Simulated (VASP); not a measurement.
# CuI (F-43m) in VASP: further runs

The runs below take CuI through single point, relaxation of cell and atoms, with revPBE, r2SCAN+D3(BJ), PBEsol-based screened hybrid with 25 % exact exchange.

Program: VASP 6.6.1. These are calculated values, not measurements. Logs are shortened: lines on timing, memory, paths and dates and some standing lists are left out, and cuts for length are marked.

**1. The cell of the first run**

It takes space group F-43m (No. 216, cubic). The conventional cell has a = 6.063 Å, b = 6.063 Å, c = 6.063 Å, α = 90.00°, β = 90.00°, γ = 90.00°. I (site symmetry -43m) has 4 Cu at 2.63 Å within 3.5 Å. Within 3.5 Å of Cu (site symmetry -43m) lie 4 I at 2.63 Å.

**2. Single point, revPBE, non-collinear spin, zero start, spin-orbit coupling**

INCAR

```
PREC     = Accurate       # precision mode
ENCUT    = 600            # plane-wave cutoff, eV
EDIFF    = 1E-6           # SCF threshold, eV
ISMEAR   = -1             # smearing method
SIGMA    = 0.1            # smearing width, eV
LREAL    = False          # projectors in reciprocal space
LASPH    = True           # aspherical terms in the spheres
NELM     = 200            # most SCF steps
ALGO     = Normal         # electronic algorithm
ISIF     = 2              # what is computed and relaxed
LWAVE    = False          # write WAVECAR
LCHARG   = False          # write CHGCAR
LNONCOLLINEAR= True           # non-collinear magnetism
MAGMOM   = 0 0 0 0 0 0    # initial moments
LORBIT   = 11             # projections on sites
LSORBIT  = True           # spin-orbit coupling
GGA_COMPAT= False        
LORBMOM  = True         
LMAXMIX  = 4              # l up to which the mixer works
GGA      = RE             # functional
NBANDS   = 30             # bands
```

KPOINTS

```
regular mesh
0
Gamma
  8 8 8
```

POSCAR

```
CuI
1.0
    0.0000000000      3.0315000000      3.0315000000
    3.0315000000      0.0000000000      3.0315000000
    3.0315000000      3.0315000000      0.0000000000
I Cu
1 1
Direct
    0.0000000000      0.0000000000      0.0000000000
    0.2500000000      0.2500000000      0.2500000000
```

Potentials or basis: VASP PAW PBE potentials, release 64 (I, Cu).

Command:

```sh
$ cat potpaw_PBE.64/I/POTCAR potpaw_PBE.64/Cu/POTCAR > POTCAR
$ mpirun -np 1 vasp_ncl > vasp.out
```

OUTCAR:

```text
PREC = Accurate
   ENCUT = 600
   EDIFF = 1E-6
   ISMEAR = -1
   LREAL = False
   LASPH = True
   NELM = 200
   ISIF = 2
   LNONCOLLINEAR = True
   LORBIT = 11
   LSORBIT = True
   GGA = RE

 ion  position               nearest neighbor table
   1  0.000  0.000  0.000-   2 2.63   2 2.63   2 2.63   2 2.63
   2  0.250  0.250  0.250-   1 2.63   1 2.63   1 2.63   1 2.63

  LATTYP: Found a face centered cubic cell.
 ALAT       =     6.0630000000

  Lattice vectors:

 A1 = (   0.0000000000,   3.0315000000,   3.0315000000)
 A2 = (   3.0315000000,   0.0000000000,   3.0315000000)
 A3 = (   3.0315000000,   3.0315000000,   0.0000000000)

Analysis of symmetry for initial positions (statically):
=====================================================================
 Subroutine PRICEL returns:
 Original cell was already a primitive cell.

 Routine SETGRP: Setting up the symmetry group for a
 face centered cubic supercell.

 Subroutine GETGRP returns: Found 24 space group operations
 (whereof 24 operations were pure point group operations)
 out of a pool of 48 trial point group operations.

The static configuration has the point symmetry T_d .

Analysis of symmetry for dynamics (positions and initial velocities):
=====================================================================
 Subroutine PRICEL returns:
 Original cell was already a primitive cell.

 Routine SETGRP: Setting up the symmetry group for a
 face centered cubic supercell.

 Subroutine GETGRP returns: Found 24 space group operations
 (whereof 24 operations were pure point group operations)
 out of a pool of 48 trial point group operations.

The dynamic configuration has the point symmetry T_d .

Analysis of structural, dynamic, and magnetic symmetry:
=====================================================================
 Subroutine PRICEL returns:
 Original cell was already a primitive cell.

 Routine SETGRP: Setting up the symmetry group for a
 face centered cubic supercell.

 Subroutine GETGRP returns: Found 24 space group operations
 (whereof 24 operations were pure point group operations)
 out of a pool of 48 trial point group operations.

The overall configuration has the point symmetry T_d .

 Subroutine INISYM returns: Found 24 space group operations
 (whereof 24 operations are pure point group operations),
 and found     1 'primitive' translations

----------------------------------------------------------------------------------------

                                     Primitive cell

  volume of cell :      55.7189

  direct lattice vectors                    reciprocal lattice vectors
     0.000000000  3.031500000  3.031500000    -0.164934851  0.164934851  0.164934851
     3.031500000  0.000000000  3.031500000     0.164934851 -0.164934851  0.164934851
     3.031500000  3.031500000  0.000000000     0.164934851  0.164934851 -0.164934851

  length of vectors
     4.287188414  4.287188414  4.287188414     0.285675541  0.285675541  0.285675541

  position of ions in fractional coordinates (direct lattice)
     0.000000000  0.000000000  0.000000000
     0.250000000  0.250000000  0.250000000

  ion indices of the primitive-cell ions
   primitive index   ion index
                 1           1
                 2           2

----------------------------------------------------------------------------------------

 KPOINTS: regular mesh

Automatic generation of k-mesh.
 Grid dimensions read from file:
 generate k-points for:    8    8    8

 Generating k-lattice:

  Cartesian coordinates                     Fractional coordinates (reciprocal lattice)
    -0.020616856  0.020616856  0.020616856     0.125000000  0.000000000  0.000000000
     0.020616856 -0.020616856  0.020616856     0.000000000  0.125000000  0.000000000
[... 100 lines left out ...]

 number of electron      18.0000006 magnetization       0.0000000      0.0000000     -0.0000000

 Free energy of the ion-electron system (eV)
  ---------------------------------------------------
  ext. energy  EPLUGINS =         0.00000000
  ---------------------------------------------------
  free energy    TOTEN  =        -5.06605542 eV

  energy without entropy =       -5.06599587  energy(sigma->0) =       -5.06602564

 E-fermi :   5.3222     XC(G=0):  -8.7801

 val. band max:        4.6903332362   @ k =   0.0000   0.0000   0.0000
 cond. band min:       5.7773824223   @ k =   0.0000   0.0000   0.0000
 fundamental gap:      1.0870491861
 Fermi energy:         5.3222454838

 k-point     1 :       0.0000    0.0000    0.0000
  band No.  band energies     occupation
      1      -9.4667      1.00000
      2      -9.4667      1.00000
      3       0.4806      1.00000
      4       0.4806      1.00000
      5       1.0442      1.00000
      6       1.0442      1.00000
[... 781 lines left out ...]
     29      15.5220      0.00000
     30      15.5481      0.00000

 [... further k-points ...]

------------------------ aborting loop because EDIFF is reached ----------------------------------------

  FORCE on cell =-STRESS in cart. coord.  units (eV):
  Direction    XX          YY          ZZ          XY          YZ          ZX
  --------------------------------------------------------------------------------------
  -------------------------------------------------------------------------------------
  Total        0.6669869      0.6669869      0.6669869      0.0000000      0.0000000      0.0000000
  in kB       19.1789640     19.1789640     19.1789640      0.0000000      0.0000000      0.0000000
  external PRESSURE =      19.1789640 kB  Pullay stress =       0.0000000 kB

 VOLUME and BASIS-vectors are now :
 -----------------------------------------------------------------------------
  energy-cutoff  :      600.00
  volume of cell :       55.72
      direct lattice vectors                 reciprocal lattice vectors
     0.000000000  3.031500000  3.031500000    -0.164934851  0.164934851  0.164934851
     3.031500000  0.000000000  3.031500000     0.164934851 -0.164934851  0.164934851
     3.031500000  3.031500000  0.000000000     0.164934851  0.164934851 -0.164934851

 POSITION                                       TOTAL-FORCE (eV/Angst)
 -----------------------------------------------------------------------------------
      0.00000      0.00000      0.00000        -0.000000     -0.000000     -0.000000
      1.51575      1.51575      1.51575         0.000000      0.000000      0.000000
 -----------------------------------------------------------------------------------
    total drift:                                0.000000      0.000000      0.000000

  FREE ENERGIE OF THE ION-ELECTRON SYSTEM (eV)
  ---------------------------------------------------
  free  energy   TOTEN  =        -5.0660554158 eV

  energy  without entropy=       -5.0659958708  energy(sigma->0) =       -5.06602564

 orbital moment (x)

 # of ion     p       d       tot
 ----------------------------------------
  1        -0.000   0.000  -0.000
  2        -0.000   0.000   0.000
 ----------------------------------------
           -0.000   0.000  -0.000

 orbital moment (y)

 # of ion     p       d       tot
 ----------------------------------------
  1         0.000  -0.000   0.000
  2        -0.000  -0.000  -0.000
 ----------------------------------------
            0.000  -0.000  -0.000

 orbital moment (z)

 # of ion     p       d       tot
 ----------------------------------------
  1         0.000   0.000   0.000
  2         0.000  -0.000  -0.000
 ----------------------------------------
            0.000  -0.000  -0.000

 Spin-Orbit-Coupling matrix elements

 Ion:    1  E_soc:     -0.2512696
 l=   1
     0.0000000    -0.0417334    -0.0417334
    -0.0417334     0.0000000    -0.0417334
    -0.0417334    -0.0417334     0.0000000
 l=   2
     0.0000000    -0.0000492     0.0000000    -0.0000492    -0.0000957
    -0.0000492     0.0000000    -0.0000718    -0.0000492    -0.0000239
     0.0000000    -0.0000718     0.0000000    -0.0000718     0.0000000
    -0.0000492    -0.0000492    -0.0000718     0.0000000    -0.0000239
    -0.0000957    -0.0000239     0.0000000    -0.0000239     0.0000000
 l=   3
     0.0000000     0.0000000     0.0000000     0.0000000     0.0000000     0.0000000     0.0000000
     0.0000000     0.0000000     0.0000000     0.0000000     0.0000000     0.0000000     0.0000000
     0.0000000     0.0000000     0.0000000     0.0000000     0.0000000     0.0000000     0.0000000
     0.0000000     0.0000000     0.0000000     0.0000000     0.0000000     0.0000000     0.0000000
     0.0000000     0.0000000     0.0000000     0.0000000     0.0000000     0.0000000     0.0000000
     0.0000000     0.0000000     0.0000000     0.0000000     0.0000000     0.0000000     0.0000000
     0.0000000     0.0000000     0.0000000     0.0000000     0.0000000     0.0000000     0.0000000

 Ion:    2  E_soc:     -0.0099834
 l=   1
     0.0000000    -0.0003747    -0.0003747
    -0.0003747     0.0000000    -0.0003747
    -0.0003747    -0.0003747     0.0000000
 l=   2
     0.0000000    -0.0002572     0.0000000    -0.0002572    -0.0010320
    -0.0002572     0.0000000    -0.0007740    -0.0002572    -0.0002580
     0.0000000    -0.0007740     0.0000000    -0.0007740     0.0000000
    -0.0002572    -0.0002572    -0.0007740     0.0000000    -0.0002580
    -0.0010320    -0.0002580     0.0000000    -0.0002580     0.0000000
 l=   3
     0.0000000     0.0000000     0.0000000     0.0000000     0.0000000     0.0000000     0.0000000
     0.0000000     0.0000000     0.0000000     0.0000000     0.0000000     0.0000000     0.0000000
     0.0000000     0.0000000     0.0000000     0.0000000     0.0000000     0.0000000     0.0000000
     0.0000000     0.0000000     0.0000000     0.0000000     0.0000000     0.0000000     0.0000000
     0.0000000     0.0000000     0.0000000     0.0000000     0.0000000     0.0000000     0.0000000
     0.0000000     0.0000000     0.0000000     0.0000000     0.0000000     0.0000000     0.0000000
     0.0000000     0.0000000     0.0000000     0.0000000     0.0000000     0.0000000     0.0000000

 total charge

# of ion       s       p       d       tot
------------------------------------------
    1        1.493   2.774   0.054   4.320
    2        0.323   0.258   9.333   9.915
--------------------------------------------------
tot          1.816   3.032   9.387  14.235

 magnetization (x)

# of ion       s       p       d       tot
------------------------------------------
    1        0.000  -0.000   0.000  -0.000
    2        0.000   0.000  -0.000   0.000
--------------------------------------------------
tot          0.000  -0.000  -0.000   0.000

 magnetization (y)

# of ion       s       p       d       tot
------------------------------------------
    1        0.000   0.000   0.000   0.000
    2        0.000  -0.000   0.000  -0.000
--------------------------------------------------
tot          0.000   0.000   0.000   0.000

 magnetization (z)

# of ion       s       p       d       tot
------------------------------------------
    1        0.000  -0.000  -0.000  -0.000
    2       -0.000   0.000  -0.000  -0.000
--------------------------------------------------
tot         -0.000  -0.000  -0.000  -0.000
```

It took 7.2 min on 1 thread of AMD EPYC, shared host; peak memory 0.42 GiB.

Results:

```yaml
Free_energy: -5.0661 eV
Pressure: 1.9 GPa
Net_moment: 0.00 μB per cell
Valence_electrons_inside_the_program's_atomic_spheres: I 4.32; Cu 9.91
```

Moments on the atoms (μB; x, y, z):
```
I   0.00 0.00 0.00
Cu  0.00 0.00 0.00
```

Caveat: the PAW data sets were made with another functional, which shifts forces and pressure a little.

(Part 1 of 2 ends here.)
